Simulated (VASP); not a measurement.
# CdRu2 (Fd-3m) in VASP: a series of runs

The runs below take CdRu2 through relaxation of cell and atoms, single point, with r2SCAN.

All numbers are computed with VASP 6.6.1; they aren't measurements. Logs are shortened: lines on timing, memory, paths and dates and some standing lists are left out, and cuts for length are marked.

## Step 1: The cell of the first run

It takes space group Fd-3m (No. 227, cubic). The conventional cell has a = 7.379 Å, b = 7.379 Å, c = 7.379 Å, α = 90.00°, β = 90.00°, γ = 90.00°. Within 4.0 Å of Cd (site symmetry -43m) lie 12 Ru at 3.06 Å and 4 Cd at 3.20 Å. Within 3.4 Å of Ru (site symmetry -3m) lie 6 Ru at 2.61 Å and 6 Cd at 3.06 Å.

## Step 2: Relaxation of cell and atoms, r2SCAN

The input, POSCAR:

```
CdRu2
1.0
    0.0000000000      3.6896227797      3.6896227797
    3.6896227797      0.0000000000      3.6896227797
    3.6896227797      3.6896227797      0.0000000000
Cd Ru
2 4
Direct
    0.0000000000      0.0000000000      0.0000000000
    0.2500000000      0.2500000000      0.2500000000
    0.6250000000      0.6250000000      0.6250000000
    0.1250000000      0.6250000000      0.6250000000
    0.6250000000      0.6250000000      0.1250000000
    0.6250000000      0.1250000000      0.6250000000
```

The input, INCAR.step1:

```
PREC     = Accurate       # precision mode
ENCUT    = 600            # plane-wave cutoff, eV
ISMEAR   = 0              # smearing method
SIGMA    = 0.1            # smearing width, eV
LREAL    = F              # projectors in reciprocal space
LASPH    = T              # aspherical terms in the spheres
NELM     = 100            # most SCF steps
GGA      = PE             # functional
ALGO     = Normal         # electronic algorithm
EDIFF    = 1E-4           # SCF threshold, eV
LWAVE    = T              # write WAVECAR
LCHARG   = F              # write CHGCAR
```

The input, INCAR.step2:

```
PREC     = Accurate       # precision mode
ENCUT    = 600            # plane-wave cutoff, eV
EDIFF    = 1E-7           # SCF threshold, eV
ISMEAR   = 0              # smearing method
SIGMA    = 0.1            # smearing width, eV
LREAL    = F              # projectors in reciprocal space
LASPH    = T              # aspherical terms in the spheres
NELM     = 100            # most SCF steps
ALGO     = Normal         # electronic algorithm
ISIF     = 3              # what is computed and relaxed
LWAVE    = F              # write WAVECAR
LCHARG   = F              # write CHGCAR
METAGGA  = R2SCAN         # meta-GGA
LMIXTAU  = T            
IBRION   = 2              # ionic algorithm
NSW      = 90             # ionic steps
EDIFFG   = -0.04          # ionic threshold
ISTART   = 1
```

The input, KPOINTS:

```
regular mesh
0
Gamma
  4 4 4
```

Potentials or basis: VASP PAW PBE potentials, release 64 (Cd, Ru_pv).

On the command line:

```bash
> cat potpaw_PBE.64/Cd/POTCAR potpaw_PBE.64/Ru_pv/POTCAR > POTCAR
> cp INCAR.step1 INCAR
> mpirun -np 1 vasp_std > vasp.out
> cp INCAR.step2 INCAR
> mpirun -np 1 vasp_std > vasp.out
```

OUTCAR:

```text
PREC = Accurate
   ENCUT = 600
   EDIFF = 1E-7
   ISMEAR = 0
   LREAL = F
   LASPH = T
   NELM = 100
   ISIF = 3
   METAGGA = R2SCAN
   IBRION = 2
   NSW = 90
   EDIFFG = -0.04
   ISTART = 1

 ion  position               nearest neighbor table
   1  0.000  0.000  0.000-   4 3.06   6 3.06   6 3.06   3 3.06   4 3.06   5 3.06   3 3.06   4 3.06
                             6 3.06   3 3.06   5 3.06   5 3.06   2 3.20   2 3.20   2 3.20   2 3.20
   2  0.250  0.250  0.250-   4 3.06   6 3.06   5 3.06   3 3.06   4 3.06   6 3.06   3 3.06   4 3.06
                             5 3.06   3 3.06   5 3.06   6 3.06   1 3.20   1 3.20   1 3.20   1 3.20
   3  0.625  0.625  0.625-   4 2.61   5 2.61   6 2.61   5 2.61   6 2.61   4 2.61   1 3.06   2 3.06
                             1 3.06   2 3.06   1 3.06   2 3.06
   4  0.125  0.625  0.625-   3 2.61   5 2.61   6 2.61   3 2.61   5 2.61   6 2.61   1 3.06   2 3.06
                             2 3.06   1 3.06   2 3.06   1 3.06
   5  0.625  0.625  0.125-   3 2.61   3 2.61   4 2.61   6 2.61   6 2.61   4 2.61   1 3.06   2 3.06
                             1 3.06   2 3.06   1 3.06   2 3.06
   6  0.625  0.125  0.625-   3 2.61   5 2.61   3 2.61   4 2.61   5 2.61   4 2.61   1 3.06   2 3.06
                             1 3.06   2 3.06   1 3.06   2 3.06

  LATTYP: Found a face centered cubic cell.
 ALAT       =     7.3792455594

  Lattice vectors:

 A1 = (   0.0000000000,   3.6896227797,   3.6896227797)
 A2 = (   3.6896227797,   0.0000000000,   3.6896227797)
 A3 = (   3.6896227797,   3.6896227797,   0.0000000000)

Analysis of symmetry for initial positions (statically):
=====================================================================
 Subroutine PRICEL returns:
 Original cell was already a primitive cell.

 Routine SETGRP: Setting up the symmetry group for a
 face centered cubic supercell.

 Subroutine GETGRP returns: Found 48 space group operations
 (whereof 24 operations were pure point group operations)
 out of a pool of 48 trial point group operations.

The static configuration has the point symmetry T_d .
 The point group associated with its full space group is O_h .

Analysis of symmetry for dynamics (positions and initial velocities):
=====================================================================
 Subroutine PRICEL returns:
 Original cell was already a primitive cell.

 Routine SETGRP: Setting up the symmetry group for a
 face centered cubic supercell.

 Subroutine GETGRP returns: Found 48 space group operations
 (whereof 24 operations were pure point group operations)
 out of a pool of 48 trial point group operations.

The dynamic configuration has the point symmetry T_d .
 The point group associated with its full space group is O_h .

 Subroutine INISYM returns: Found 48 space group operations
 (whereof 24 operations are pure point group operations),
 and found     1 'primitive' translations

----------------------------------------------------------------------------------------

                                     Primitive cell

  volume of cell :     100.4560

  direct lattice vectors                    reciprocal lattice vectors
     0.000000000  3.689622780  3.689622780    -0.135515208  0.135515208  0.135515208
     3.689622780  0.000000000  3.689622780     0.135515208 -0.135515208  0.135515208
     3.689622780  3.689622780  0.000000000     0.135515208  0.135515208 -0.135515208

  length of vectors
     5.217914575  5.217914575  5.217914575     0.234719226  0.234719226  0.234719226

  position of ions in fractional coordinates (direct lattice)
     0.000000000  0.000000000  0.000000000
     0.250000000  0.250000000  0.250000000
     0.625000000  0.625000000  0.625000000
     0.125000000  0.625000000  0.625000000
     0.625000000  0.625000000  0.125000000
     0.625000000  0.125000000  0.625000000

  ion indices of the primitive-cell ions
   primitive index   ion index
                 1           1
                 2           2
                 3           3
                 4           4
                 5           5
                 6           6

----------------------------------------------------------------------------------------

 KPOINTS: regular mesh

Automatic generation of k-mesh.
 Grid dimensions read from file:
 generate k-points for:    4    4    4

 Generating k-lattice:

  Cartesian coordinates                     Fractional coordinates (reciprocal lattice)
    -0.033878802  0.033878802  0.033878802     0.250000000  0.000000000  0.000000000
     0.033878802 -0.033878802  0.033878802     0.000000000  0.250000000  0.000000000
     0.033878802  0.033878802 -0.033878802     0.000000000  0.000000000  0.250000000

  Length of vectors
     0.058679807  0.058679807  0.058679807

  Shift w.r.t. Gamma in fractional coordinates (k-lattice)
     0.000000000  0.000000000  0.000000000

 Subroutine IBZKPT returns following result:
 ===========================================

 Found      8 irreducible k-points:

 Following reciprocal coordinates:
            Coordinates               Weight
  0.000000  0.000000  0.000000      1.000000
  0.250000  0.000000  0.000000      8.000000
  0.500000  0.000000  0.000000      4.000000
  0.250000  0.250000  0.000000      6.000000
  0.500000  0.250000  0.000000     24.000000
 -0.250000  0.250000  0.000000     12.000000
  0.500000  0.500000  0.000000      3.000000
 -0.250000  0.500000  0.250000      6.000000
   k-points           NKPTS =      8   k-points in BZ     NKDIM =      8   number of bands    NBANDS=     48
   number of dos      NEDOS =    301   number of ions     NIONS =      6
   total plane-waves  NPLWV =  74088
   dimension x,y,z NGX =    42 NGY =   42 NGZ =   42
   dimension x,y,z NGXF=    84 NGYF=   84 NGZF=   84
   ions per type =               2   4
   NGX,Y,Z   is equivalent  to a cutoff of  13.38, 13.38, 13.38 a.u.
   NGXF,Y,Z  is equivalent  to a cutoff of  26.76, 26.76, 26.76 a.u.
 SYSTEM =  unknown system
   PREC   = accura    normal or accurate (medium, high low for compatibility)
   ISTART =      1    job   : 0-new  1-cont  2-samecut
   ICHARG =      0    charge: 1-file 2-atom 10-const
   ISPIN  =      1    spin polarized calculation?
   LNONCOLLINEAR =      F non collinear calculations
   LSORBIT =      F    spin-orbit coupling
   LASPH  =      T    aspherical Exc in radial PAW
   ENCUT  =  600.0 eV  44.10 Ry    6.64 a.u.  10.42 10.42 10.42*2*pi/ulx,y,z
   NELM   =    100;   NELMIN=  2; NELMDL=  0     # of ELM steps
   EDIFF  = 0.1E-06   stopping-criterion for ELM
   LREAL  =      F    real-space projection
   EDIFFG = -.4E-01   stopping-criterion for IOM
   NSW    =     90    number of steps for IOM
   IBRION =      2    ionic relax: 0-MD 1-quasi-New 2-CG
   NFREE  =      1    steps in history (QN), initial steepest desc. (CG)
   ISIF   =      3    stress and relaxation
   ISYM   =      2    0-nonsym 1-usesym 2-fastsym
   POTIM  = 0.5000    time-step for ionic-motion
   TEBEG  =    0.0;   TEEND  =   0.0 temperature during run
   PSTRESS=    0.0 pullay stress
   NELECT =      80.0000    total number of electrons
   NUPDOWN=      -1.0000    fix difference up-down
   EMIN   =  10.00;   EMAX   =-10.00  energy-range for DOS
   EFERMI =   0.00;   METHOD = LEGACY
   ISMEAR =     0;   SIGMA  =   0.10  broadening in eV -4-tet -1-fermi 0-gaus
   EFERMI_NEDOS =   21; number of points for ismear=-14 and -15
   IALGO  =     38    algorithm
   IMIX   =      4    mixing-type and parameters
     AMIX     =   0.40;   BMIX     =  1.00
     AMIX_MAG =   1.60;   BMIX_MAG =  1.00
  volume/ion in A,a.u.               =      16.74       112.99
  Fermi-wavevector in a.u.,A,eV,Ry     =   1.517445  2.867555 31.329296  2.302638
  Thomas-Fermi vector in A             =   2.626699
   LORBIT       =      0    0 simple, 1 ext, 2 COOP (PROOUT), +10 PAW based schemes
   METAGGA = R2SCAN    functional components
   LHFCALC =     F    Hartree Fock is set to
   AEXX    =    0.0000 exact exchange contribution
   IVDW    =     0    specifies the selected vdW correction
   LEPSILON=     F    determine dielectric tensor
   LRPA    =     F    only Hartree local field effects (RPA)
 conjugate gradient relaxation of ions
 non-spin polarized calculation
 Gauss-broadening in eV      SIGMA  =   0.10
  energy-cutoff  :      600.00
  volume of cell :      100.46
 maximum number of plane-waves:      3383
 NGX is ok and might be reduce to    42
   NGX = 21   NGY = 21   NGZ = 21

--------------------------------------- Ionic step        1  -------------------------------------------

 number of electron      80.0000028 magnetization

 Free energy of the ion-electron system (eV)
  ---------------------------------------------------
  ext. energy  EPLUGINS =         0.00000000
  ---------------------------------------------------
  free energy    TOTEN  =      -138.98283127 eV

  energy without entropy =     -138.91466711  energy(sigma->0) =     -138.94874919

------------------------ aborting loop because EDIFF is reached ----------------------------------------

  FORCE on cell =-STRESS in cart. coord.  units (eV):
  Direction    XX          YY          ZZ          XY          YZ          ZX
  --------------------------------------------------------------------------------------
  -------------------------------------------------------------------------------------
  Total       -3.8375774     -3.8375774     -3.8375774     -0.0000000      0.0000000      0.0000000
  in kB      -61.2056945    -61.2056945    -61.2056945     -0.0000000      0.0000000      0.0000000
  external PRESSURE =     -61.2056945 kB  Pullay stress =       0.0000000 kB

 VOLUME and BASIS-vectors are now :
 -----------------------------------------------------------------------------
  energy-cutoff  :      600.00
  volume of cell :      100.46
      direct lattice vectors                 reciprocal lattice vectors
     0.000000000  3.689622780  3.689622780    -0.135515208  0.135515208  0.135515208
     3.689622780  0.000000000  3.689622780     0.135515208 -0.135515208  0.135515208
     3.689622780  3.689622780  0.000000000     0.135515208  0.135515208 -0.135515208
[... 41 lines left out ...]
 POSITION                                       TOTAL-FORCE (eV/Angst)
 -----------------------------------------------------------------------------------
      7.15155      7.15155      7.15155         0.000000      0.000000      0.000000
      1.78789      1.78789      1.78789        -0.000000     -0.000000     -0.000000
      4.46972      4.46972      4.46972         0.000000      0.000000      0.000000
      4.46972      2.68183      2.68183         0.000000      0.000000     -0.000000
      2.68183      2.68183      4.46972         0.000000      0.000000     -0.000000
      2.68183      4.46972      2.68183         0.000000      0.000000     -0.000000
 -----------------------------------------------------------------------------------
    total drift:                                0.000000      0.000000      0.000000

  FREE ENERGIE OF THE ION-ELECTRON SYSTEM (eV)
  ---------------------------------------------------
  free  energy   TOTEN  =      -138.8246912221 eV

  energy  without entropy=     -138.7642306626  energy(sigma->0) =     -138.79446094

--------------------------------------- Ionic step        3  -------------------------------------------

 number of electron      80.0000010 magnetization

 Free energy of the ion-electron system (eV)
  ---------------------------------------------------
  ext. energy  EPLUGINS =         0.00000000
  ---------------------------------------------------
  free energy    TOTEN  =      -139.04938676 eV

  energy without entropy =     -138.98377766  energy(sigma->0) =     -139.01658221

 E-fermi :   8.1095     XC(G=0): -13.8512

 val. band max:        8.1016543085   @ k =   0.5000   0.2500   0.0000
 cond. band min:       8.1130890311   @ k =   0.0000   0.0000   0.0000
 fundamental gap:      0.0114347227
 Fermi energy:         8.1095320720

 k-point     1 :       0.0000    0.0000    0.0000
  band No.  band energies     occupation
      1     -37.0705      2.00000
      2     -36.2718      2.00000
      3     -36.2718      2.00000
      4     -36.2718      2.00000
      5     -35.9855      2.00000
      6     -35.9855      2.00000
[... 419 lines left out ...]
 POSITION                                       TOTAL-FORCE (eV/Angst)
 -----------------------------------------------------------------------------------
      0.00000      0.00000      0.00000        -0.000000     -0.000000     -0.000000
      1.82433      1.82433      1.82433        -0.000000      0.000000     -0.000000
      4.56082      4.56082      4.56082         0.000000      0.000000      0.000000
      4.56082      2.73649      2.73649         0.000000      0.000000      0.000000
      2.73649      2.73649      4.56082         0.000000      0.000000      0.000000
      2.73649      4.56082      2.73649         0.000000      0.000000      0.000000
 -----------------------------------------------------------------------------------
    total drift:                                0.000000      0.000000      0.000000

  FREE ENERGIE OF THE ION-ELECTRON SYSTEM (eV)
  ---------------------------------------------------
  free  energy   TOTEN  =      -139.0493867605 eV

  energy  without entropy=     -138.9837776628  energy(sigma->0) =     -139.01658221

 reached required accuracy - stopping structural energy minimisation
```

Run time: 14 min. Hardware: 1 thread of Intel Xeon Platinum 8259CL at 2.50GHz (Skylake/Cascade Lake), shared host; peak memory 0.3 GiB.

Results:

* Free energy: -139.0494 eV
* Relaxed volume: 16.19 Å³/atom
* Relaxed cell: a = 5.160 Å, b = 5.160 Å, c = 5.160 Å, α = 60.00°, β = 60.00°, γ = 60.00°
* Space group after relaxing (to 0.05 Å): Fd-3m (No. 227)
* Energy gained by relaxing: 11.1 meV/atom
* Ionic steps: 3
* Pressure after relaxing: -0.1 GPa
* Band gap on the k mesh: zero (band 40 reaches 8.49 eV, above the bottom of band 41 at 8.10 eV)

Step by step:
```
step  energy change (eV)  largest force (eV/Å)  pressure (GPa)  volume (Å³)
   1              0.0000                0.0000           -6.12       100.46
   2              0.1581                0.0000           13.53        91.44
   3             -0.0666                0.0000           -0.11        97.15
```

Final structure:
```
Cd Ru
1.0
     0.00000    3.64865    3.64865
     3.64865    0.00000    3.64865
     3.64865    3.64865    0.00000
Cd Ru
2 4
Direct
  0.00000 0.00000 0.00000
  0.25000 0.25000 0.25000
  0.62500 0.62500 0.62500
  0.12500 0.62500 0.62500
  0.62500 0.62500 0.12500
  0.62500 0.12500 0.62500
```

Caveat: the k points lie up to 0.37 Å⁻¹ apart in the final cell; the PAW data sets were made with another functional, which shifts forces and pressure a little.

## Step 3: Single point, r2SCAN

POSCAR is that of step 2.

The input, INCAR.step1:

```
PREC = Accurate ; ENCUT = 520
ISMEAR = 0 ; SIGMA = 0.1
LREAL = False ; LASPH = True
NELM = 100 ; NBANDS = 49
GGA = PE ; ALGO = Normal
EDIFF = 1E-4 ; LWAVE = True
LCHARG = False
```

The input, INCAR.step2:

```
PREC = Accurate ; ENCUT = 520
EDIFF = 1E-6 ; ISMEAR = 0
SIGMA = 0.1 ; LREAL = False
LASPH = True ; NELM = 100
ALGO = Normal ; ISIF = 2
LWAVE = False ; LCHARG = False
METAGGA = R2SCAN ; LMIXTAU = True
NBANDS = 49 ; ISTART = 1
```

The input, KPOINTS:

```
Automatic mesh
0
Gamma
  4 4 4
```

Potentials or basis: VASP PAW PBE potentials, release 64 (Cd, Ru_pv).

On the command line:

```bash
> cat potpaw_PBE.64/Cd/POTCAR potpaw_PBE.64/Ru_pv/POTCAR > POTCAR
> cp INCAR.step1 INCAR
> mpirun -np 1 vasp_std > vasp.out
> cp INCAR.step2 INCAR
> mpirun -np 1 vasp_std > vasp.out
```

Run time: 3.4 min. Hardware: 1 thread of Intel Xeon Platinum 8259CL at 2.50GHz (Skylake/Cascade Lake), shared host; peak memory 0.26 GiB.

Results (log left out):

```yaml
Free_energy: -138.9883 eV
Pressure: -6.1 GPa
Band_gap_on_the_k_mesh: zero (band 40 reaches 8.03 eV, above the bottom of band 41 at 7.66 eV)
```

Levels at points of the mesh, in eV from the Fermi level:
```csv
k point,band 36,band 37,band 38,band 39,band 40,band 41,band 42,band 43
"(0.00, 0.00, 0.00)",0.13,0.13,0.13,0.36,0.36,1.13,1.83,1.83
"(0.50, 0.00, 0.00)",-1.99,-1.09,-1.09,-0.10,0.03,0.03,0.27,0.27
"(0.50, 0.50, 0.00)",-1.87,-1.55,-1.55,-1.25,-1.25,0.01,0.01,0.28
```

Caveat: the k points lie up to 0.37 Å⁻¹ apart; the PAW data sets were made with another functional, which shifts forces and pressure a little.

## Step 4: Single point, r2SCAN

This run uses another cell than the first one, of 16.13 Å³/atom, 0.964 times its volume.

The input, POSCAR:

```
CdRu2
1.0
    0.0000000000      3.6444295358      3.6444295358
    3.6444295358      0.0000000000      3.6444295358
    3.6444295358      3.6444295358      0.0000000000
Cd Ru
2 4
Direct
    0.5000000000      0.5000000000      0.5000000000
    0.7500000000      0.7500000000      0.7500000000
    0.1250000000      0.1250000000      0.1250000000
    0.6250000000      0.1250000000      0.1250000000
    0.1250000000      0.1250000000      0.6250000000
    0.1250000000      0.6250000000      0.1250000000
```

The input, INCAR.step1:

```
SYSTEM = CdRu2
  PREC = Accurate
  ENCUT = 520
  ISMEAR = 0
  SIGMA = 0.1
  LREAL = .FALSE.
  LASPH = .TRUE.
  NELM = 100
  NBANDS = 49
  GGA = PE
  ALGO = Normal
  EDIFF = 1E-4
  LWAVE = .TRUE.
  LCHARG = .FALSE.
```

The input, INCAR.step2:

```
SYSTEM = CdRu2
  PREC = Accurate
  ENCUT = 520
  EDIFF = 1E-6
  ISMEAR = 0
  SIGMA = 0.1
  LREAL = .FALSE.
  LASPH = .TRUE.
  NELM = 100
  ALGO = Normal
  ISIF = 2
  LWAVE = .FALSE.
  LCHARG = .FALSE.
  METAGGA = R2SCAN
  LMIXTAU = .TRUE.
  NBANDS = 49
  ISTART = 1
```

The input, KPOINTS:

```
Automatic mesh
0
G
  8 8 8
  0 0 0
```

On the command line:

```bash
> cat potpaw_PBE.64/Cd/POTCAR potpaw_PBE.64/Ru_pv/POTCAR > POTCAR
> cp INCAR.step1 INCAR
> mpirun -np 1 vasp_std > vasp.out
> cp INCAR.step2 INCAR
> mpirun -np 1 vasp_std > vasp.out
```

Run time: 5 min. Hardware: 1 thread of Intel Xeon Platinum 8488C (Sapphire Rapids), shared host; peak memory 0.32 GiB.

It converged, with:

| Quantity | Value |
| --- | --- |
| Free energy | -138.9397 eV |
| Pressure | 1.1 GPa |
| Band gap on the k mesh | zero (band 40 reaches 8.54 eV, above the bottom of band 41 at 7.97 eV) |

Levels at points of the mesh, in eV from the Fermi level:
```tsv
k point	band 38	band 39	band 40	band 41	band 42	band 43
(0.00, 0.00, 0.00)	0.17	0.41	0.41	1.23	1.89	1.89
(0.50, 0.00, 0.00)	-1.10	-0.09	0.06	0.06	0.31	0.31
(0.50, 0.50, 0.00)	-1.61	-1.30	-1.30	0.03	0.03	0.32
```

Caveat: the PAW data sets were made with another functional, which shifts forces and pressure a little.

(Continued in part 2 of 2.)
